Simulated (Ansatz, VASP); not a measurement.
## CuI2: VASP beside Ansatz

File INCAR:

```
SYSTEM = CuI2
  ALGO = Normal
  EDIFF = 1E-7
  ENCUT = 520
  GGA = PE
  ISIF = 2
  ISMEAR = -1
  LASPH = .TRUE.
  LCHARG = .FALSE.
  LREAL = .FALSE.
  LWAVE = .FALSE.
  NBANDS = 20
  NELM = 60
  PREC = Accurate
  SIGMA = 0.05
```

The input KPOINTS:

```
k-points
0
G
  5 5 6
  0 0 0
```

POSCAR

```
CuI2
1.0
    5.2003840000      0.0000000000      0.0000000000
    0.0000000000      5.2003840000      0.0000000000
    0.0000000000      0.0000000000      4.5441700000
I Cu
2 1
Direct
    0.5000000000      0.0000000000      0.0000000000
    0.0000000000      0.5000000000      0.0000000000
    0.0000000000      0.0000000000      0.0000000000
```

Contents of input.yaml:

```yaml
crystal:
  lattice:
    - [5.200384, 0.0, 0.0]
    - [0.0, 5.200384, 0.0]
    - [0.0, 0.0, 4.54417]
  atoms:
    - { symbol: I, position: [0.5, 0.0, 0.0] }
    - { symbol: I, position: [0.0, 0.5, 0.0] }
    - { symbol: Cu, position: [0.0, 0.0, 0.0] }
hamiltonian:
  xc: pbe
  pseudopotentials: { kind: paw }
kpoints:
  mp_grid: { grid: [5, 5, 6] }
scf:
  occupations: { method: fermi_dirac, width: 0.05 }
output:
  forces: true
  stress: true
  eigenvalues: true
```

Alike in both runs: task single point; functional PBE; k mesh 5 × 5 × 6; occupations fermi-dirac, width 0.05 eV; no spin polarisation.

|  | VASP | Ansatz |
| --- | --- | --- |
| version | VASP 6.6.1 | Ansatz 0.2.0 |
| potentials or method | VASP PAW PBE potentials, release 64 (I, Cu) | Ansatz PAW |
| plane-wave cutoff (eV) | 520 | 420 |
| valence electrons in the cell | 25 | 53 |

|  | VASP | Ansatz | Ansatz less VASP |
| --- | --- | --- | --- |
| gap on the k mesh at the Fermi level (eV) | none | none | - |
| pressure (GPa) | 0.8 | 0.8 | +0.01 |
| traceless stress, the component that is largest in VASP (GPa) | -0.32 | -0.32 | +0.001 |

A gap of «none» marks a metal or a gap that the smearing closes. VASP's potentials hold 25 valence electrons a cell and Ansatz's 53, so a difference there can come from the potentials and not from the codes.

Neither program's run includes spin-orbit coupling.
